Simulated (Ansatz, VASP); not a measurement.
**One calculation of CuI, two programs**

```
CELL_PARAMETERS angstrom
0.00000 3.03150 3.03150
3.03150 0.00000 3.03150
3.03150 3.03150 0.00000
ATOMIC_POSITIONS crystal
Cu 0.75000 0.75000 0.75000
I 0.00000 0.00000 0.00000
```

Alike in both runs: task electric field gradients; functional LDA; k mesh 9 × 9 × 9; occupations fermi-dirac, width 0.03 eV; no spin polarisation.

|  | VASP | Ansatz |
| --- | --- | --- |
| version | VASP 6.6.1 | Ansatz 0.2.0 |
| potentials or method | VASP PAW LDA potentials, release 64 (Cu, I) | PAW with Ansatz's default frozen-core files, scalar-relativistic |
| plane-wave cutoff (eV) | 520 | 420 |
| valence electrons in the cell | 18 | 36 |

```tsv
	VASP	Ansatz	Ansatz less VASP
pressure (GPa)	-4.3	-4.4	-0.09
```

LDA's correlation is that of Perdew and Zunger in VASP and of Perdew and Wang (1992) in Ansatz. VASP's potentials hold 18 valence electrons a cell and Ansatz's 36, so a difference there can come from the potentials and not from the codes.

Spin-orbit coupling is off throughout.
